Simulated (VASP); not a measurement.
Write the native input for VASP 6.6.1 that does the following.

| Property | Result |
| --- | --- |
| Task | single point |
| Functional | PBE |
| Potentials or basis | VASP PAW PBE potentials, release 64 (Mg, O) |
| Cutoff | 600 eV |
| k mesh | 5 × 5 × 5 |
| Occupations | gaussian, width 0.01 eV |
| Spin | no spin polarisation |
| Dipole correction | no |
| Further INCAR settings | ALGO = Normal; EDIFF = 1e-06; NBANDS = 11 |

The structure of MgO lies in POSCAR:

```
MgO
1.0
    0.0000000000      2.1060000000      2.1060000000
    2.1060000000      0.0000000000      2.1060000000
    2.1060000000      2.1060000000      0.0000000000
Mg O
1 1
Direct
    0.0000000000      0.0000000000      0.0000000000
    0.5000000000      0.5000000000      0.5000000000
```

These files were run (other wordings do the same):

INCAR

```
PREC = Accurate ; ENCUT = 600
EDIFF = 1E-6 ; ISMEAR = 0
SIGMA = 0.01 ; LREAL = False
LASPH = True ; NELM = 120
ALGO = Normal ; ISIF = 2
LWAVE = False ; LCHARG = False
GGA = PE ; NBANDS = 11
GGA_COMPAT = False
```

KPOINTS

```
Automatic mesh
0
Gamma
  5 5 5
```

Potentials or basis: VASP PAW PBE potentials, release 64 (Mg, O).

The run is started by

```sh
$ cat potpaw_PBE.64/Mg/POTCAR potpaw_PBE.64/O/POTCAR > POTCAR
$ mpirun -np 1 vasp_std > vasp.out
```

It gave:

```yaml
Pressure: 3.7 GPa
Band_gap_on_the_k_mesh: 4.73 eV, direct
```

Caveat: the k points lie up to 0.52 Å⁻¹ apart.

Wall time 3 s on 1 thread of Intel(R) Xeon(R) Platinum 8375C CPU @ 2.90GHz (Ice Lake) (shared host), peak memory 0.13 GiB.
